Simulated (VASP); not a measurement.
Set up this calculation in VASP 6.6.1, as the native input.

- Task: single point
- Functional: PBEsol
- Potentials or basis: VASP PAW PBE potentials, release 64 (K_sv, F)
- Cutoff: 520 eV
- k mesh: 9 × 9 × 9
- Occupations: fermi-dirac, width 0.05 eV
- Spin: no spin polarisation
- Dipole correction: no
- Further INCAR settings: ALGO = Normal; EDIFF = 1e-06; NBANDS = 15

The structure of KF (Carobbiite) lies in POSCAR:

```
KF
1.0
    0.0000000000      2.6542187445      2.6542187445
    2.6542187445      0.0000000000      2.6542187445
    2.6542187445      2.6542187445      0.0000000000
K F
1 1
Direct
    0.0000000000      0.0000000000      0.0000000000
    0.5000000000      0.5000000000      0.5000000000
```

One way to write it, as run:

INCAR

```
SYSTEM = KF
PREC = Accurate ; ENCUT = 520
EDIFF = 1E-6 ; ISMEAR = -1
SIGMA = 0.05 ; LREAL = .FALSE.
LASPH = .TRUE. ; NELM = 100
ALGO = Normal ; ISIF = 2
LWAVE = .FALSE. ; LCHARG = .TRUE.
GGA = PS ; LELF = .TRUE.
LVHAR = .TRUE. ; NBANDS = 15
```

KPOINTS

```
regular mesh
0
G
  9 9 9
  0 0 0
```

Potentials or basis: VASP PAW PBE potentials, release 64 (K_sv, F).

Run with:

```sh
$ cat potpaw_PBE.64/K_sv/POTCAR potpaw_PBE.64/F/POTCAR > POTCAR
$ mpirun -np 1 vasp_std > vasp.out
```

It gave:

```yaml
Pressure: 0.0 GPa
Band_gap_on_the_k_mesh: 6.13 eV, direct
```

Caveat: the PAW data sets were made with another functional, which shifts forces and pressure a little.

Run time: 8.6 s on 1 thread of Intel(R) Xeon(R) 6975P-C (Granite Rapids) (shared host), peak memory 0.16 GiB.
